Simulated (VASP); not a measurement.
Input of a VASP 6.6.1 run:

INCAR

```
PREC     = Accurate       # precision mode
ENCUT    = 600            # plane-wave cutoff, eV
EDIFF    = 1E-6           # SCF threshold, eV
ISMEAR   = 0              # smearing method
SIGMA    = 0.01           # smearing width, eV
LREAL    = False          # projectors in reciprocal space
LASPH    = True           # aspherical terms in the spheres
NELM     = 100            # most SCF steps
ALGO     = Normal         # electronic algorithm
ISIF     = 4              # what is computed and relaxed
LWAVE    = False          # write WAVECAR
LCHARG   = False          # write CHGCAR
GGA      = PE             # functional
IBRION   = 2              # ionic algorithm
NSW      = 80             # ionic steps
EDIFFG   = -0.001         # ionic threshold
```

File KPOINTS:

```
regular mesh
0
Gamma
  9 9 6
```

File POSCAR:

```
ZnO
1.0
    3.3011983683      0.0000000000      0.0000000000
   -1.6505991842      2.8589216499      0.0000000000
    0.0000000000      0.0000000000      5.3286898850
Zn O
2 2
Direct
    0.3333333333      0.6666666667      0.4999662192
    0.6666666667      0.3333333333     -0.0000337808
    0.6666666667      0.3333333333      0.3790437808
    0.3333333333      0.6666666667      0.8790437808
```

Potentials or basis: VASP PAW PBE potentials, release 64 (Zn, O).

Command:

```console
$ cat potpaw_PBE.64/Zn/POTCAR potpaw_PBE.64/O/POTCAR > POTCAR
$ mpirun -np 1 vasp_std > vasp.out
```

(1) Predict the band gap on the k mesh.

Results:

(1) 0.70 eV, direct.

Caveat: the relaxation stopped at its first step, so nothing moved.
